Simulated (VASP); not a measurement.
# HfO2 (Fm-3m) in VASP: single point with HSE06

Aim: the single point of HfO2 with HSE06.

All numbers are computed with VASP 6.6.1; they aren't measurements. Logs are shortened: lines on timing, memory, paths and dates and some standing lists are left out, and cuts for length are marked.

**1. The cell of the first run**

Symmetry: Fm-3m, No. 225, cubic system. The conventional cell has a = 5.058 Å, b = 5.058 Å, c = 5.058 Å, α = 90.00°, β = 90.00°, γ = 90.00°. Within 2.9 Å of Hf (site symmetry m-3m) lie 8 O at 2.19 Å. Within 2.9 Å of O (site symmetry -43m) lie 4 Hf at 2.19 Å and 6 O at 2.53 Å.

**2. Single point, HSE06**

Contents of POSCAR:

```
HfO2
1.0
    0.0000000000      2.5291823194      2.5291823194
    2.5291823194      0.0000000000      2.5291823194
    2.5291823194      2.5291823194      0.0000000000
Hf O
1 2
Direct
    0.0000000000      0.0000000000      0.0000000000
    0.2500000000      0.2500000000      0.2500000000
    0.7500000000      0.7500000000      0.7500000000
```

Contents of INCAR.step1:

```
SYSTEM = HfO2
  PREC = Accurate
  ENCUT = 520
  EDIFF = 1E-5
  ISMEAR = 0
  SIGMA = 0.01
  LREAL = .FALSE.
  LASPH = .TRUE.
  NELM = 60
  ALGO = Normal
  ISIF = 2
  LWAVE = .TRUE.
  GGA = PE
  NBANDS = 18
```

Contents of INCAR.step2:

```
SYSTEM = HfO2
  PREC = Accurate
  ENCUT = 520
  EDIFF = 1E-6
  ISMEAR = 0
  SIGMA = 0.01
  LREAL = .FALSE.
  LASPH = .TRUE.
  NELM = 60
  ALGO = Normal
  ISIF = 2
  LWAVE = .FALSE.
  LCHARG = .TRUE.
  GGA = PE
  LHFCALC = .TRUE.
  HFSCREEN = 0.2079
  PRECFOCK = Normal
  LELF = .TRUE.
  LVHAR = .TRUE.
  ISTART = 1
  NBANDS = 18
```

Contents of KPOINTS:

```
regular mesh
0
G
  6 6 6
  0 0 0
```

Potentials or basis: VASP PAW PBE potentials, release 64 (Hf_pv, O).

Started as:

```sh
> cat potpaw_PBE.64/Hf_pv/POTCAR potpaw_PBE.64/O/POTCAR > POTCAR
> cp INCAR.step1 INCAR
> mpirun -np 1 vasp_std > vasp.out
> cp INCAR.step2 INCAR
> mpirun -np 1 vasp_std > vasp.out
```

OUTCAR:

```text
SYSTEM = HfO2
   PREC = Accurate
   ENCUT = 520
   EDIFF = 1E-6
   ISMEAR = 0
   LREAL = .FALSE.
   LASPH = .TRUE.
   NELM = 60
   ISIF = 2
   GGA = PE
   LHFCALC = .TRUE.
   HFSCREEN = 0.2079
   PRECFOCK = Normal
   ISTART = 1

 ion  position               nearest neighbor table
   1  0.000  0.000  0.000-   3 2.19   3 2.19   3 2.19   2 2.19   2 2.19   2 2.19   3 2.19   2 2.19

   2  0.250  0.250  0.250-   1 2.19   1 2.19   1 2.19   1 2.19
   3  0.750  0.750  0.750-   1 2.19   1 2.19   1 2.19   1 2.19

  LATTYP: Found a face centered cubic cell.
 ALAT       =     5.0583646388

  Lattice vectors:

 A1 = (   0.0000000000,   2.5291823194,   2.5291823194)
 A2 = (   2.5291823194,   0.0000000000,   2.5291823194)
 A3 = (   2.5291823194,   2.5291823194,   0.0000000000)

Analysis of symmetry for initial positions (statically):
=====================================================================
 Subroutine PRICEL returns:
 Original cell was already a primitive cell.

 Routine SETGRP: Setting up the symmetry group for a
 face centered cubic supercell.

 Subroutine GETGRP returns: Found 48 space group operations
 (whereof 48 operations were pure point group operations)
 out of a pool of 48 trial point group operations.

The static configuration has the point symmetry O_h .

Analysis of symmetry for dynamics (positions and initial velocities):
=====================================================================
 Subroutine PRICEL returns:
 Original cell was already a primitive cell.

 Routine SETGRP: Setting up the symmetry group for a
 face centered cubic supercell.

 Subroutine GETGRP returns: Found 48 space group operations
 (whereof 48 operations were pure point group operations)
 out of a pool of 48 trial point group operations.

The dynamic configuration has the point symmetry O_h .

 Subroutine INISYM returns: Found 48 space group operations
 (whereof 48 operations are pure point group operations),
 and found     1 'primitive' translations

----------------------------------------------------------------------------------------

                                     Primitive cell

  volume of cell :      32.3572

  direct lattice vectors                    reciprocal lattice vectors
     0.000000000  2.529182319  2.529182319    -0.197692351  0.197692351  0.197692351
     2.529182319  0.000000000  2.529182319     0.197692351 -0.197692351  0.197692351
     2.529182319  2.529182319  0.000000000     0.197692351  0.197692351 -0.197692351

  length of vectors
     3.576803938  3.576803938  3.576803938     0.342413197  0.342413197  0.342413197

  position of ions in fractional coordinates (direct lattice)
     0.000000000  0.000000000  0.000000000
     0.250000000  0.250000000  0.250000000
     0.750000000  0.750000000  0.750000000

  ion indices of the primitive-cell ions
   primitive index   ion index
                 1           1
                 2           2
                 3           3

----------------------------------------------------------------------------------------

 KPOINTS: regular mesh

Automatic generation of k-mesh.
 Grid dimensions read from file:
 generate k-points for:    6    6    6

 Generating k-lattice:

  Cartesian coordinates                     Fractional coordinates (reciprocal lattice)
    -0.032948725  0.032948725  0.032948725     0.166666667  0.000000000  0.000000000
     0.032948725 -0.032948725  0.032948725     0.000000000  0.166666667  0.000000000
     0.032948725  0.032948725 -0.032948725     0.000000000  0.000000000  0.166666667

  Length of vectors
     0.057068866  0.057068866  0.057068866

  Shift w.r.t. Gamma in fractional coordinates (k-lattice)
     0.000000000  0.000000000  0.000000000

 Subroutine IBZKPT returns following result:
 ===========================================

 Found     16 irreducible k-points:

 Following reciprocal coordinates:
            Coordinates               Weight
  0.000000  0.000000  0.000000      1.000000
  0.166667  0.000000  0.000000      8.000000
  0.333333  0.000000  0.000000      8.000000
  0.500000  0.000000  0.000000      4.000000
  0.166667  0.166667  0.000000      6.000000
  0.333333  0.166667  0.000000     24.000000
[... 8 lines left out ...]
 -0.333333  0.333333  0.166667     24.000000
 -0.333333  0.500000  0.166667     12.000000
   k-points           NKPTS =     16   k-points in BZ     NKDIM =    216   number of bands    NBANDS=     18
   number of dos      NEDOS =    301   number of ions     NIONS =      3
   total plane-waves  NPLWV =  21952
   dimension x,y,z NGX =    28 NGY =   28 NGZ =   28
   dimension x,y,z NGXF=    56 NGYF=   56 NGZF=   56
   ions per type =               1   2
   NGX,Y,Z   is equivalent  to a cutoff of  13.01, 13.01, 13.01 a.u.
   NGXF,Y,Z  is equivalent  to a cutoff of  26.03, 26.03, 26.03 a.u.
 SYSTEM =  HfO2
   PREC   = accura    normal or accurate (medium, high low for compatibility)
   ISTART =      1    job   : 0-new  1-cont  2-samecut
   ICHARG =      0    charge: 1-file 2-atom 10-const
   ISPIN  =      1    spin polarized calculation?
   LNONCOLLINEAR =      F non collinear calculations
   LSORBIT =      F    spin-orbit coupling
   LASPH  =      T    aspherical Exc in radial PAW
   ENCUT  =  520.0 eV  38.22 Ry    6.18 a.u.   6.65  6.65  6.65*2*pi/ulx,y,z
   NELM   =     60;   NELMIN=  2; NELMDL=  0     # of ELM steps
   EDIFF  = 0.1E-05   stopping-criterion for ELM
   LREAL  =      F    real-space projection
   EDIFFG = 0.1E-04   stopping-criterion for IOM
   NSW    =      0    number of steps for IOM
   IBRION =     -1    ionic relax: 0-MD 1-quasi-New 2-CG
   NFREE  =      0    steps in history (QN), initial steepest desc. (CG)
   ISIF   =      2    stress and relaxation
   ISYM   =      3    0-nonsym 1-usesym 2-fastsym
   POTIM  = 0.5000    time-step for ionic-motion
   TEBEG  =    0.0;   TEEND  =   0.0 temperature during run
   PSTRESS=    0.0 pullay stress
   NELECT =      22.0000    total number of electrons
   NUPDOWN=      -1.0000    fix difference up-down
   EMIN   =  10.00;   EMAX   =-10.00  energy-range for DOS
   EFERMI =   0.00;   METHOD = LEGACY
   ISMEAR =     0;   SIGMA  =   0.01  broadening in eV -4-tet -1-fermi 0-gaus
   EFERMI_NEDOS =   21; number of points for ismear=-14 and -15
   IALGO  =     38    algorithm
   IMIX   =      1    mixing-type and parameters
     AMIX     =   0.40;   BMIX     =  1.00
     AMIX_MAG =   1.60;   BMIX_MAG =  1.00
  volume/ion in A,a.u.               =      10.79        72.79
  Fermi-wavevector in a.u.,A,eV,Ry     =   1.439546  2.720348 28.195259  2.072293
  Thomas-Fermi vector in A             =   2.558390
   LORBIT       =      0    0 simple, 1 ext, 2 COOP (PROOUT), +10 PAW based schemes
   GGA     = PE    functional components
   LHFCALC =     T    Hartree Fock is set to
   PRECFOCK=normal    Normal, Fast or Accurate (Low or Medium for compatibility)
   ENCUT4O =  -1.0   cutoff for four orbital integrals eV
   NKREDX  =     1    reduce k-point grid by
   NKREDY  =     1    reduce k-point grid by
   NKREDZ  =     1    reduce k-point grid by
   AEXX    =    0.2500 exact exchange contribution
   HFSCREEN=    0.2079 screening length (either q_TF or 0.3 A-1)
   HFSCREENC=   0.2079 screening length for correlation (either q_TF or 0.3 A-1)
   ENCUTFOCK=  -1.0 apply spherical cutoff to Coloumb kernel
   IVDW    =     0    specifies the selected vdW correction
   LEPSILON=     F    determine dielectric tensor
   LRPA    =     F    only Hartree local field effects (RPA)
 non-spin polarized calculation
 Gauss-broadening in eV      SIGMA  =   0.01
  energy-cutoff  :      520.00
  volume of cell :       32.36
 maximum number of plane-waves:       893
 NGX is ok and might be reduce to    28
  NGX = 20; NGY = 20; NGZ = 20

 number of electron      21.9999992 magnetization

 Free energy of the ion-electron system (eV)
  ---------------------------------------------------
  ext. energy  EPLUGINS =         0.00000000
  ---------------------------------------------------
  free energy    TOTEN  =       -36.26097317 eV

  energy without entropy =      -36.26097317  energy(sigma->0) =      -36.26097317

 E-fermi :   3.3645     XC(G=0):  -9.7260

 val. band max:        3.2929594129   @ k =   0.5000   0.5000   0.0000
 cond. band min:       8.6571192340   @ k =   0.5000   0.5000   0.0000
 fundamental gap:      5.3641598211
 Fermi energy:         3.3644554333

 k-point     1 :       0.0000    0.0000    0.0000
  band No.  band energies     occupation
      1     -27.8776      2.00000
      2     -27.8776      2.00000
      3     -27.8776      2.00000
      4     -17.2034      2.00000
      5     -13.9661      2.00000
      6      -2.5350      2.00000
[... 10 lines left out ...]
     17      15.7560      0.00000
     18      18.9271      0.00000

 k-point     2 :       0.1667    0.0000    0.0000
  band No.  band energies     occupation
      1     -28.0205      2.00000
      2     -27.8934      2.00000
      3     -27.8934      2.00000
      4     -16.8093      2.00000
      5     -14.2663      2.00000
      6      -2.2516      2.00000
[... 10 lines left out ...]
     17      15.2593      0.00000
     18      18.5954      0.00000

 k-point     3 :       0.3333    0.0000    0.0000
  band No.  band energies     occupation
      1     -28.2870      2.00000
      2     -27.9249      2.00000
      3     -27.9249      2.00000
      4     -16.1021      2.00000
      5     -14.6633      2.00000
      6      -1.6641      2.00000
[... 10 lines left out ...]
     17      14.7525      0.00000
     18      17.4801      0.00000

 k-point     4 :       0.5000    0.0000    0.0000
  band No.  band energies     occupation
      1     -28.4119      2.00000
      2     -27.9406      2.00000
      3     -27.9406      2.00000
      4     -15.8965      2.00000
      5     -14.6545      2.00000
      6      -1.3747      2.00000
[... 207 lines left out ...]
      4     -15.4269      2.00000
      5     -15.0259      2.00000
      6      -2.0715      2.00000
[... 10 lines left out ...]
     17      16.1413      0.00000
     18      18.9655      0.00000

 k-point    15 :      -0.3333    0.3333    0.1667
  band No.  band energies     occupation
      1     -28.2962      2.00000
      2     -28.1692      2.00000
      3     -27.9991      2.00000
      4     -15.2877      2.00000
      5     -14.9757      2.00000
      6      -2.0574      2.00000
[... 10 lines left out ...]
     17      16.9509      0.00000
     18      18.9949      0.00000

 k-point    16 :      -0.3333    0.5000    0.1667
  band No.  band energies     occupation
      1     -28.3433      2.00000
      2     -28.1384      2.00000
      3     -28.0333      2.00000
      4     -15.2146      2.00000
      5     -14.9478      2.00000
      6      -3.0504      2.00000
[... 10 lines left out ...]
     17      18.2363      0.00000
     18      18.9252      0.00000

------------------------ aborting loop because EDIFF is reached ----------------------------------------

  FORCE on cell =-STRESS in cart. coord.  units (eV):
  Direction    XX          YY          ZZ          XY          YZ          ZX
  --------------------------------------------------------------------------------------
  -------------------------------------------------------------------------------------
  Total       -1.0661512     -1.0661512     -1.0661512      0.0000000      0.0000000      0.0000000
  in kB      -52.7908903    -52.7908903    -52.7908903      0.0000000      0.0000000      0.0000000
  external PRESSURE =     -52.7908903 kB  Pullay stress =       0.0000000 kB

 VOLUME and BASIS-vectors are now :
 -----------------------------------------------------------------------------
  energy-cutoff  :      520.00
  volume of cell :       32.36
      direct lattice vectors                 reciprocal lattice vectors
     0.000000000  2.529182319  2.529182319    -0.197692351  0.197692351  0.197692351
     2.529182319  0.000000000  2.529182319     0.197692351 -0.197692351  0.197692351
     2.529182319  2.529182319  0.000000000     0.197692351  0.197692351 -0.197692351

 POSITION                                       TOTAL-FORCE (eV/Angst)
 -----------------------------------------------------------------------------------
      0.00000      0.00000      0.00000         0.000000     -0.000000      0.000000
      1.26459      1.26459      1.26459        -0.000000     -0.000000     -0.000000
      3.79377      3.79377      3.79377         0.000000      0.000000      0.000000
 -----------------------------------------------------------------------------------
    total drift:                               -0.000000     -0.000000     -0.000000

  FREE ENERGIE OF THE ION-ELECTRON SYSTEM (eV)
  ---------------------------------------------------
  free  energy   TOTEN  =       -36.2609731714 eV

  energy  without entropy=      -36.2609731714  energy(sigma->0) =      -36.26097317
```

Run time: 35 min. Hardware: 1 thread of Oxide Virtual Turin-like, shared host; peak memory 0.24 GiB.

What came out:

```
Free energy            : -36.2610 eV
Pressure               : -5.3 GPa
Band gap on the k mesh : 5.36 eV
```

Caveat: the cell stands under tension; the PAW data sets were made with another functional, which shifts forces and pressure a little; spin-orbit coupling is left out, which moves the levels of the heavy elements.
